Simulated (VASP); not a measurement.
# Cu (Fm-3m) in VASP: single point with PBE

Aim: the single point of Cu with PBE.

Program: VASP 6.6.1. These are calculated values, not measurements. Logs are shortened: lines on timing, memory, paths and dates and some standing lists are left out, and cuts for length are marked.

## (1) The cell of the first run

It takes space group Fm-3m (No. 225, cubic). Conventional cell: a = 3.615 Å, b = 3.615 Å, c = 3.615 Å, α = 90.00°, β = 90.00°, γ = 90.00°. Cu (site symmetry m-3m) has 12 Cu at 2.56 Å within 3.4 Å.

## (2) Single point, PBE

The input, INCAR:

```
SYSTEM = Cu
  ALGO = Normal
  EDIFF = 1E-6
  ENCUT = 600
  GGA = PE
  GGA_COMPAT = .False.
  ISIF = 2
  ISMEAR = 1
  LASPH = .True.
  LCHARG = .False.
  LREAL = .False.
  LWAVE = .False.
  NBANDS = 12
  NELM = 120
  PREC = Accurate
  SIGMA = 0.1
```

The input, KPOINTS:

```
k-points
0
Gamma
  11 11 11
  0 0 0
```

The input, POSCAR:

```
Cu
1.0
    0.0000000000      1.8075000000      1.8075000000
    1.8075000000      0.0000000000      1.8075000000
    1.8075000000      1.8075000000      0.0000000000
Cu
1
Direct
    0.0000000000      0.0000000000      0.0000000000
```

Potentials or basis: VASP PAW PBE potentials, release 64 (Cu).

Launch:

```sh
cat potpaw_PBE.64/Cu/POTCAR > POTCAR
mpirun -np 1 vasp_std > vasp.out
```

OUTCAR:

```text
SYSTEM = Cu
   EDIFF = 1E-6
   ENCUT = 600
   GGA = PE
   ISIF = 2
   ISMEAR = 1
   LASPH = .True.
   LREAL = .False.
   NELM = 120
   PREC = Accurate

 ion  position               nearest neighbor table
   1  0.000  0.000  0.000-

  LATTYP: Found a face centered cubic cell.
 ALAT       =     3.6150000000

  Lattice vectors:

 A1 = (   0.0000000000,   1.8075000000,   1.8075000000)
 A2 = (   1.8075000000,   0.0000000000,   1.8075000000)
 A3 = (   1.8075000000,   1.8075000000,   0.0000000000)

Analysis of symmetry for initial positions (statically):
=====================================================================
 Subroutine PRICEL returns:
 Original cell was already a primitive cell.

 Routine SETGRP: Setting up the symmetry group for a
 face centered cubic supercell.

 Subroutine GETGRP returns: Found 48 space group operations
 (whereof 48 operations were pure point group operations)
 out of a pool of 48 trial point group operations.

The static configuration has the point symmetry O_h .

Analysis of symmetry for dynamics (positions and initial velocities):
=====================================================================
 Subroutine PRICEL returns:
 Original cell was already a primitive cell.

 Routine SETGRP: Setting up the symmetry group for a
 face centered cubic supercell.

 Subroutine GETGRP returns: Found 48 space group operations
 (whereof 48 operations were pure point group operations)
 out of a pool of 48 trial point group operations.

The dynamic configuration has the point symmetry O_h .

 Subroutine INISYM returns: Found 48 space group operations
 (whereof 48 operations are pure point group operations),
 and found     1 'primitive' translations

----------------------------------------------------------------------------------------

                                     Primitive cell

  volume of cell :      11.8104

  direct lattice vectors                    reciprocal lattice vectors
     0.000000000  1.807500000  1.807500000    -0.276625173  0.276625173  0.276625173
     1.807500000  0.000000000  1.807500000     0.276625173 -0.276625173  0.276625173
     1.807500000  1.807500000  0.000000000     0.276625173  0.276625173 -0.276625173

  length of vectors
     2.556191014  2.556191014  2.556191014     0.479128854  0.479128854  0.479128854

  position of ions in fractional coordinates (direct lattice)
     0.000000000  0.000000000  0.000000000

  ion indices of the primitive-cell ions
   primitive index   ion index
                 1           1

----------------------------------------------------------------------------------------

 KPOINTS: k-points

Automatic generation of k-mesh.
 Grid dimensions read from file:
 generate k-points for:   11   11   11

 Generating k-lattice:

  Cartesian coordinates                     Fractional coordinates (reciprocal lattice)
    -0.025147743  0.025147743  0.025147743     0.090909091  0.000000000  0.000000000
     0.025147743 -0.025147743  0.025147743     0.000000000  0.090909091  0.000000000
     0.025147743  0.025147743 -0.025147743     0.000000000  0.000000000  0.090909091

  Length of vectors
     0.043557169  0.043557169  0.043557169

  Shift w.r.t. Gamma in fractional coordinates (k-lattice)
     0.000000000  0.000000000  0.000000000

 Subroutine IBZKPT returns following result:
 ===========================================

 Found     56 irreducible k-points:

 Following reciprocal coordinates:
            Coordinates               Weight
  0.000000  0.000000  0.000000      1.000000
  0.090909  0.000000  0.000000      8.000000
  0.181818  0.000000  0.000000      8.000000
  0.272727  0.000000  0.000000      8.000000
  0.363636  0.000000  0.000000      8.000000
  0.454545  0.000000  0.000000      8.000000
[... 16 lines left out ...]
 -0.272727  0.181818  0.000000     24.000000
 -0.181818  0.181818  0.000000     12.000000
 [... further k-points ...]
   k-points           NKPTS =     56   k-points in BZ     NKDIM =     56   number of bands    NBANDS=     12
   number of dos      NEDOS =    301   number of ions     NIONS =      1
   total plane-waves  NPLWV =   8000
   dimension x,y,z NGX =    20 NGY =   20 NGZ =   20
   dimension x,y,z NGXF=    40 NGYF=   40 NGZF=   40
   ions per type =               1
   NGX,Y,Z   is equivalent  to a cutoff of  13.01, 13.01, 13.01 a.u.
   NGXF,Y,Z  is equivalent  to a cutoff of  26.01, 26.01, 26.01 a.u.
 SYSTEM =  Cu
   PREC   = accura    normal or accurate (medium, high low for compatibility)
   ISTART =      0    job   : 0-new  1-cont  2-samecut
   ICHARG =      2    charge: 1-file 2-atom 10-const
   ISPIN  =      1    spin polarized calculation?
   LNONCOLLINEAR =      F non collinear calculations
   LSORBIT =      F    spin-orbit coupling
   LASPH  =      T    aspherical Exc in radial PAW
   ENCUT  =  600.0 eV  44.10 Ry    6.64 a.u.   5.11  5.11  5.11*2*pi/ulx,y,z
   NELM   =    120;   NELMIN=  2; NELMDL= -5     # of ELM steps
   EDIFF  = 0.1E-05   stopping-criterion for ELM
   LREAL  =      F    real-space projection
   EDIFFG = 0.1E-04   stopping-criterion for IOM
   NSW    =      0    number of steps for IOM
   IBRION =     -1    ionic relax: 0-MD 1-quasi-New 2-CG
   NFREE  =      0    steps in history (QN), initial steepest desc. (CG)
   ISIF   =      2    stress and relaxation
   ISYM   =      2    0-nonsym 1-usesym 2-fastsym
   POTIM  = 0.5000    time-step for ionic-motion
   TEBEG  =    0.0;   TEEND  =   0.0 temperature during run
   PSTRESS=    0.0 pullay stress
   NELECT =      11.0000    total number of electrons
   NUPDOWN=      -1.0000    fix difference up-down
   EMIN   =  10.00;   EMAX   =-10.00  energy-range for DOS
   EFERMI =   0.00;   METHOD = LEGACY
   ISMEAR =     1;   SIGMA  =   0.10  broadening in eV -4-tet -1-fermi 0-gaus
   EFERMI_NEDOS =   21; number of points for ismear=-14 and -15
   IALGO  =     38    algorithm
   IMIX   =      4    mixing-type and parameters
     AMIX     =   0.40;   BMIX     =  1.00
     AMIX_MAG =   1.60;   BMIX_MAG =  1.00
  volume/ion in A,a.u.               =      11.81        79.70
  Fermi-wavevector in a.u.,A,eV,Ry     =   1.598763  3.021224 34.777078  2.556043
  Thomas-Fermi vector in A             =   2.696162
   LORBIT       =      0    0 simple, 1 ext, 2 COOP (PROOUT), +10 PAW based schemes
   GGA     = PE    functional components
   LHFCALC =     F    Hartree Fock is set to
   AEXX    =    0.0000 exact exchange contribution
   IVDW    =     0    specifies the selected vdW correction
   LEPSILON=     F    determine dielectric tensor
   LRPA    =     F    only Hartree local field effects (RPA)
 non-spin polarized calculation
 Methfessel and Paxton  Order N= 1 SIGMA  =   0.10
  energy-cutoff  :      600.00
  volume of cell :       11.81
 maximum number of plane-waves:       411
   NGX = 11   NGY = 11   NGZ = 11

 number of electron      11.0000001 magnetization

 Free energy of the ion-electron system (eV)
  ---------------------------------------------------
  ext. energy  EPLUGINS =         0.00000000
  ---------------------------------------------------
  free energy    TOTEN  =        -3.73180483 eV

  energy without entropy =       -3.73235819  energy(sigma->0) =       -3.73198928

 E-fermi :   7.6301     XC(G=0): -12.7266

 val. band max:        7.5392547666   @ k =   0.4545   0.2727   0.0000
 cond. band min:       7.7817665051   @ k =   0.4545   0.3636   0.0000
 fundamental gap:      0.2425117385
 Fermi energy:         7.6301331088

 k-point     1 :       0.0000    0.0000    0.0000
  band No.  band energies     occupation
      1      -1.7663      2.00000
      2       4.5535      2.00000
      3       4.5535      2.00000
      4       4.5535      2.00000
      5       5.3752      2.00000
      6       5.3752      2.00000
      7      30.1789      0.00000
      8      32.8234      0.00000
      9      32.8234      0.00000
     10      32.8234      0.00000
     11      35.3140      0.00000
     12      35.3140      0.00000

 k-point     2 :       0.0909    0.0000    0.0000
  band No.  band energies     occupation
      1      -1.4664      2.00000
      2       4.4920      2.00000
      3       4.6076      2.00000
      4       4.6076      2.00000
      5       5.3555      2.00000
      6       5.3555      2.00000
      7      28.1050      0.00000
      8      30.9893      0.00000
      9      32.0360      0.00000
     10      32.0360      0.00000
     11      36.5117      0.00000
     12      36.5117      0.00000

 k-point     3 :       0.1818    0.0000    0.0000
  band No.  band energies     occupation
      1      -0.5967      2.00000
      2       4.3565      2.00000
      3       4.7038      2.00000
      4       4.7038      2.00000
      5       5.3578      2.00000
      6       5.3578      2.00000
      7      23.4472      0.00000
      8      30.5289      0.00000
      9      30.9939      0.00000
     10      30.9939      0.00000
     11      37.1435      0.00000
     12      37.5692      0.00000

 k-point     4 :       0.2727    0.0000    0.0000
  band No.  band energies     occupation
      1       0.7052      2.00000
      2       4.3182      2.00000
      3       4.6942      2.00000
      4       4.6942      2.00000
      5       5.5114      2.00000
      6       5.5115      2.00000
      7      18.9406      0.00000
      8      29.8747      0.00000
      9      30.2499      0.00000
     10      30.2499      0.00000
     11      35.5459      0.00000
     12      35.5459      0.00000

 k-point     5 :       0.3636    0.0000    0.0000
  band No.  band energies     occupation
      1       1.9546      2.00000
      2       4.6009      2.00000
      3       4.6009      2.00000
      4       4.8356      2.00000
      5       5.7532      2.00000
      6       5.7532      2.00000
      7      14.9276      0.00000
      8      29.1660      0.00000
      9      29.8297      0.00000
     10      29.8297      0.00000
     11      33.7728      0.00000
     12      33.7728      0.00000
[... 228 lines left out ...]
      1       3.0587      2.00000
      2       4.1041      2.00000
      3       4.6584      2.00000
      4       4.8713      2.00000
      5       5.9207      2.00000
      6       8.9556     -0.00000
      7      11.7596      0.00000
      8      22.1047      0.00000
      9      25.8032      0.00000
     10      27.9470      0.00000
     11      37.7521      0.00000
     12      38.3662      0.00000

 k-point    22 :      -0.3636    0.1818    0.0000
  band No.  band energies     occupation
      1       2.9982      2.00000
      2       4.2114      2.00000
      3       4.5042      2.00000
      4       4.8622      2.00000
      5       5.7011      2.00000
      6       7.9787     -0.00001
      7      13.3924      0.00000
      8      21.2760      0.00000
      9      27.2787      0.00000
     10      28.6627      0.00000
     11      37.0159      0.00000
     12      37.6537      0.00000

 k-point    23 :      -0.2727    0.1818    0.0000
  band No.  band energies     occupation
      1       2.3833      2.00000
      2       4.1190      2.00000
      3       4.4097      2.00000
      4       4.9271      2.00000
      5       5.3761      2.00000
      6       6.6972      2.00000
      7      17.0182      0.00000
      8      21.0406      0.00000
      9      29.3646      0.00000
     10      29.9158      0.00000
     11      36.4938      0.00000
     12      36.7796      0.00000

 k-point    24 :      -0.1818    0.1818    0.0000
  band No.  band energies     occupation
      1       1.1550      2.00000
      2       4.0933      2.00000
      3       4.6116      2.00000
      4       5.0449      2.00000
      5       5.0559      2.00000
      6       6.0113      2.00000
      7      20.9365      0.00000
      8      21.6736      0.00000
      9      31.6554      0.00000
     10      31.9360      0.00000
     11      34.8086      0.00000
     12      37.0477      0.00000

 [... further k-points ...]

------------------------ aborting loop because EDIFF is reached ----------------------------------------

  FORCE on cell =-STRESS in cart. coord.  units (eV):
  Direction    XX          YY          ZZ          XY          YZ          ZX
  --------------------------------------------------------------------------------------
  -------------------------------------------------------------------------------------
  Total        0.1537057      0.1537057      0.1537057      0.0000000     -0.0000000      0.0000000
  in kB       20.8514137     20.8514137     20.8514137      0.0000000     -0.0000000      0.0000000
  external PRESSURE =      20.8514137 kB  Pullay stress =       0.0000000 kB

 VOLUME and BASIS-vectors are now :
 -----------------------------------------------------------------------------
  energy-cutoff  :      600.00
  volume of cell :       11.81
      direct lattice vectors                 reciprocal lattice vectors
     0.000000000  1.807500000  1.807500000    -0.276625173  0.276625173  0.276625173
     1.807500000  0.000000000  1.807500000     0.276625173 -0.276625173  0.276625173
     1.807500000  1.807500000  0.000000000     0.276625173  0.276625173 -0.276625173

 POSITION                                       TOTAL-FORCE (eV/Angst)
 -----------------------------------------------------------------------------------
      0.00000      0.00000      0.00000         0.000000      0.000000     -0.000000
 -----------------------------------------------------------------------------------
    total drift:                               -0.000000     -0.000000     -0.000000

  FREE ENERGIE OF THE ION-ELECTRON SYSTEM (eV)
  ---------------------------------------------------
  free  energy   TOTEN  =        -3.7318048259 eV

  energy  without entropy=       -3.7323581865  energy(sigma->0) =       -3.73198928
```

Wall time 8.1 s (1 thread of AMD EPYC 7R43 (Zen 3), shared host); peak memory 0.09 GiB.

What came out:

| Item | Value |
| --- | --- |
| Free energy | -3.7318 eV |
| Pressure | 2.1 GPa |
